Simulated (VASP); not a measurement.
Write the native input for VASP 6.6.1 that does the following.

```yaml
Task: relaxation of cell and atoms
Functional: PBEsol
Potentials_or_basis: VASP PAW PBE potentials, release 64 (Te)
Cutoff: 600 eV
k_mesh: 6 × 6 × 6
Occupations: gaussian, width 0.1 eV
Spin: no spin polarisation
Dipole_correction: no
Further_INCAR_settings: ALGO = Normal; EDIFF = 1e-07; IBRION = 2; EDIFFG = -0.04; NSW = 90; ISIF = 3
```

The structure of Te lies in POSCAR:

```
Te
1.0
    3.4731943785      0.0000000000      0.0000000000
   -1.7365971893      3.0078745641      0.0000000000
    0.0000000000      0.0000000000      3.2452659974
Te
1
Direct
    0.0000000000      0.0000000000      0.0000000000
```

One way to write it, as run:

INCAR

```
SYSTEM = Te
ALGO = Normal
EDIFF = 1E-7
EDIFFG = -0.04
ENCUT = 600
GGA = PS
IBRION = 2
ISIF = 3
ISMEAR = 0
LASPH = .True.
LCHARG = .False.
LREAL = .False.
LWAVE = .False.
NELM = 100
NSW = 90
PREC = Accurate
SIGMA = 0.1
```

KPOINTS

```
k-points
0
Gamma
  6 6 6
  0 0 0
```

Potentials or basis: VASP PAW PBE potentials, release 64 (Te).

Command:

```bash
$ cat potpaw_PBE.64/Te/POTCAR > POTCAR
$ mpirun -np 1 vasp_std > vasp.out
```

Results of the run:

| Property | Result |
| --- | --- |
| Relaxed volume | 29.22 Å³/atom |
| Relaxed cell | a = 3.305 Å, b = 3.305 Å, c = 3.089 Å, α = 90.00°, β = 90.00°, γ = 120.00° |
| Space group after relaxing (to 0.05 Å) | P6/mmm (No. 191) |
| Energy gained by relaxing | 110.0 meV/atom |
| Ionic steps | 6 |
| Pressure after relaxing | 0.0 GPa |
| Band gap on the k mesh | zero (band 3 reaches 11.41 eV, above the bottom of band 4 at 4.66 eV) |

Caveat: the PAW data sets were made with another functional, which shifts forces and pressure a little; spin-orbit coupling is left out, which moves the levels of the heavy elements.

It took 22 s on 1 thread of Intel(R) Xeon(R) 6975P-C (Granite Rapids), on a shared host, peak memory 0.16 GiB.
